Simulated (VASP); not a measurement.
# HfC (I4/mmm) in VASP: single point with PBE

Aim: the single point of HfC with PBE.

All numbers are computed with VASP 6.6.1; they aren't measurements. Logs are shortened: lines on timing, memory, paths and dates and some standing lists are left out, and cuts for length are marked.

### Step 1. The cell of the first run

The structure is tetragonal, space group I4/mmm (No. 139). Conventional cell: a = 3.235 Å, b = 3.235 Å, c = 4.804 Å, α = 90.00°, β = 90.00°, γ = 90.00°. Hf (site symmetry 4/mmm) has 6 C at 2.29 to 2.40 Å within 3.0 Å. C (site symmetry 4/mmm) has 6 Hf at 2.29 to 2.40 Å within 3.0 Å.

### Step 2. Single point, PBE

INCAR reads:

```
PREC = Accurate
ENCUT = 520
EDIFF = 1E-7
ISMEAR = 0
SIGMA = 0.15
LREAL = F
LASPH = T
NELM = 100
ALGO = Normal
ISIF = 2
LWAVE = F
LCHARG = F
GGA = PE
NBANDS = 14
```

KPOINTS reads:

```
regular mesh
0
Gamma
  20 20 20
```

POSCAR reads:

```
HfC
1.0
    0.0000000000      2.2874934413      2.4018681134
    2.2874934413      0.0000000000      2.4018681134
    2.2874934413      2.2874934413      0.0000000000
Hf C
1 1
Direct
    0.5000000000      0.5000000000      0.5000000000
    0.0000000000      0.0000000000      0.0000000000
```

Potentials or basis: VASP PAW PBE potentials, release 64 (Hf_pv, C).

Run with:

```console
> cat potpaw_PBE.64/Hf_pv/POTCAR potpaw_PBE.64/C/POTCAR > POTCAR
> mpirun -np 1 vasp_std > vasp.out
```

OUTCAR:

```text
PREC = Accurate
   ENCUT = 520
   EDIFF = 1E-7
   ISMEAR = 0
   LREAL = F
   LASPH = T
   NELM = 100
   ISIF = 2
   GGA = PE

 ion  position               nearest neighbor table
   1  0.500  0.500  0.500-   2 2.29   2 2.29   2 2.29   2 2.29   2 2.40   2 2.40
   2  0.000  0.000  0.000-   1 2.29   1 2.29   1 2.29   1 2.29   1 2.40   1 2.40

  LATTYP: Found a body centered tetragonal cell.
 ALAT       =     3.2350042485
 C/A-ratio  =     1.4849242405

  Lattice vectors:

 A1 = (  -2.2874934413,   0.0000000000,   2.4018681134)
 A2 = (   2.2874934413,   0.0000000000,   2.4018681134)
 A3 = (   0.0000000000,   2.2874934413,  -2.4018681134)

Analysis of symmetry for initial positions (statically):
=====================================================================
 Subroutine PRICEL returns:
 Original cell was already a primitive cell.

 Routine SETGRP: Setting up the symmetry group for a
 body centered tetragonal supercell.

 Subroutine GETGRP returns: Found 16 space group operations
 (whereof 16 operations were pure point group operations)
 out of a pool of 16 trial point group operations.

The static configuration has the point symmetry D_4h.

Analysis of symmetry for dynamics (positions and initial velocities):
=====================================================================
 Subroutine PRICEL returns:
 Original cell was already a primitive cell.

 Routine SETGRP: Setting up the symmetry group for a
 body centered tetragonal supercell.

 Subroutine GETGRP returns: Found 16 space group operations
 (whereof 16 operations were pure point group operations)
 out of a pool of 16 trial point group operations.

The dynamic configuration has the point symmetry D_4h.

 Subroutine INISYM returns: Found 16 space group operations
 (whereof 16 operations are pure point group operations),
 and found     1 'primitive' translations

----------------------------------------------------------------------------------------

                                     Primitive cell

  volume of cell :      25.1362

  direct lattice vectors                    reciprocal lattice vectors
     0.000000000  2.287493441  2.401868113    -0.218579862  0.218579862  0.208171297
     2.287493441  0.000000000  2.401868113     0.218579862 -0.218579862  0.208171297
     2.287493441  2.287493441  0.000000000     0.218579862  0.218579862 -0.208171297

  length of vectors
     3.316865490  3.316865490  3.235004249     0.372678951  0.372678951  0.372678951

  position of ions in fractional coordinates (direct lattice)
[... 90 lines left out ...]
   NELECT =      14.0000    total number of electrons
   NUPDOWN=      -1.0000    fix difference up-down
   EMIN   =  10.00;   EMAX   =-10.00  energy-range for DOS
   EFERMI =   0.00;   METHOD = LEGACY
   ISMEAR =     0;   SIGMA  =   0.15  broadening in eV -4-tet -1-fermi 0-gaus
   EFERMI_NEDOS =   21; number of points for ismear=-14 and -15
   IALGO  =     38    algorithm
   IMIX   =      4    mixing-type and parameters
     AMIX     =   0.40;   BMIX     =  1.00
     AMIX_MAG =   1.60;   BMIX_MAG =  1.00
  volume/ion in A,a.u.               =      12.57        84.81
  Fermi-wavevector in a.u.,A,eV,Ry     =   1.346949  2.545365 24.684672  1.814272
  Thomas-Fermi vector in A             =   2.474740
   LORBIT       =      0    0 simple, 1 ext, 2 COOP (PROOUT), +10 PAW based schemes
   GGA     = PE    functional components
   LHFCALC =     F    Hartree Fock is set to
   AEXX    =    0.0000 exact exchange contribution
   IVDW    =     0    specifies the selected vdW correction
   LEPSILON=     F    determine dielectric tensor
   LRPA    =     F    only Hartree local field effects (RPA)
 non-spin polarized calculation
 Gauss-broadening in eV      SIGMA  =   0.15
  energy-cutoff  :      520.00
  volume of cell :       25.14
 maximum number of plane-waves:       690
 NGX is ok and might be reduce to    28
   NGX = 13   NGY = 13   NGZ = 13

 number of electron      14.0000000 magnetization

 Free energy of the ion-electron system (eV)
  ---------------------------------------------------
  ext. energy  EPLUGINS =         0.00000000
  ---------------------------------------------------
  free energy    TOTEN  =       -20.99958889 eV

  energy without entropy =      -20.99646155  energy(sigma->0) =      -20.99802522

 E-fermi :   5.9601     XC(G=0): -12.2809

 val. band max:        5.9489557455   @ k =  -0.0500   0.4000   0.3500
 cond. band min:       5.9626417053   @ k =   0.4000   0.4000   0.0000
 fundamental gap:      0.0136859598
 Fermi energy:         5.9600859916

 k-point     1 :       0.0000    0.0000    0.0000
  band No.  band energies     occupation
      1     -23.6595      2.00000
      2     -23.5840      2.00000
      3     -23.5840      2.00000
      4      -6.3608      2.00000
      5       6.7970      0.00000
      6       7.0110      0.00000
      7       7.0337      0.00000
      8       7.0337      0.00000
      9       7.5338      0.00000
     10       7.5338      0.00000
     11       8.8356      0.00000
     12       9.6701      0.00000
     13      13.0161      0.00000
     14      16.9786      0.00000
[... 377 lines left out ...]
      1     -24.1814      2.00000
      2     -23.7336      2.00000
      3     -23.6141      2.00000
      4      -3.5734      2.00000
      5       1.0155      2.00000
      6       3.2820      2.00000
      7       3.2836      2.00000
      8       9.8555      0.00000
      9      10.0824      0.00000
     10      11.0493      0.00000
     11      13.9445      0.00000
     12      15.3057      0.00000
     13      16.9049      0.00000
     14      19.7015      0.00000

 [... further k-points ...]

------------------------ aborting loop because EDIFF is reached ----------------------------------------

  FORCE on cell =-STRESS in cart. coord.  units (eV):
  Direction    XX          YY          ZZ          XY          YZ          ZX
  --------------------------------------------------------------------------------------
  -------------------------------------------------------------------------------------
  Total        1.0678068      1.0678068     -1.8214259      0.0000000      0.0000000      0.0000000
  in kB       68.0619497     68.0619497   -116.0975978      0.0000000      0.0000000      0.0000000
  external PRESSURE =       6.6754339 kB  Pullay stress =       0.0000000 kB

 VOLUME and BASIS-vectors are now :
 -----------------------------------------------------------------------------
  energy-cutoff  :      520.00
  volume of cell :       25.14
      direct lattice vectors                 reciprocal lattice vectors
     0.000000000  2.287493441  2.401868113    -0.218579862  0.218579862  0.208171297
     2.287493441  0.000000000  2.401868113     0.218579862 -0.218579862  0.208171297
     2.287493441  2.287493441  0.000000000     0.218579862  0.218579862 -0.208171297

 POSITION                                       TOTAL-FORCE (eV/Angst)
 -----------------------------------------------------------------------------------
      2.28749      2.28749      2.40187         0.000000      0.000000     -0.000000
      0.00000      0.00000      0.00000        -0.000000      0.000000      0.000000
 -----------------------------------------------------------------------------------
    total drift:                                0.000000      0.000000      0.000000

  FREE ENERGIE OF THE ION-ELECTRON SYSTEM (eV)
  ---------------------------------------------------
  free  energy   TOTEN  =       -20.9995888868 eV

  energy  without entropy=      -20.9964615510  energy(sigma->0) =      -20.99802522
```

OSZICAR:

```text
N       E                     dE             d eps       ncg     rms          rms(c)
DAV:   1     0.231713844704E+02    0.23171E+02   -0.77595E+03 18020   0.982E+02
DAV:   2    -0.226267675195E+02   -0.45798E+02   -0.42872E+02 23416   0.201E+02
DAV:   3    -0.241881669739E+02   -0.15614E+01   -0.15562E+01 21586   0.268E+01
DAV:   4    -0.241951060171E+02   -0.69390E-02   -0.69385E-02 21334   0.222E+00
DAV:   5    -0.241951498429E+02   -0.43826E-04   -0.43825E-04 21588   0.159E-01    0.576E+01
DAV:   6    -0.210650062944E+02    0.31301E+01   -0.12069E+01 19916   0.183E+01    0.412E+01
DAV:   7    -0.210149133802E+02    0.50093E-01   -0.58672E-01 22472   0.525E+00    0.249E+01
DAV:   8    -0.210066952276E+02    0.82182E-02   -0.74188E-02 21410   0.216E+00    0.637E+00
DAV:   9    -0.209998778419E+02    0.68174E-02   -0.24586E-02 20408   0.907E-01    0.206E+00
DAV:  10    -0.209995922258E+02    0.28562E-03   -0.13217E-03 22348   0.269E-01    0.177E-01
DAV:  11    -0.209995889558E+02    0.32700E-05   -0.82230E-05 21278   0.718E-02    0.500E-02
DAV:  12    -0.209995892300E+02   -0.27415E-06   -0.16980E-06 22356   0.123E-02    0.222E-02
DAV:  13    -0.209995889391E+02    0.29091E-06   -0.21703E-07 18630   0.336E-03    0.660E-03
DAV:  14    -0.209995888868E+02    0.52296E-07   -0.14326E-08 13750   0.961E-04
   1 F= -.20999589E+02 E0= -.20998025E+02  d E =-.312734E-02
```

Run time: 2.4 min. Hardware: 1 thread of Intel Xeon Platinum 8488C (Sapphire Rapids), shared host; peak memory 0.34 GiB.

What came out:

* Free energy: -20.9996 eV
* Pressure: 0.7 GPa
* Band gap on the k mesh: zero (bands 7 and 8 overlap by 1.55 eV)

Stress tensor (GPa, compression positive):
```
  6.81   0.00   0.00
  0.00   6.81   0.00
  0.00   0.00 -11.61
```

Caveat: the stress differs along the axes, from -12 to 7 GPa; spin-orbit coupling is left out, which moves the levels of the heavy elements.
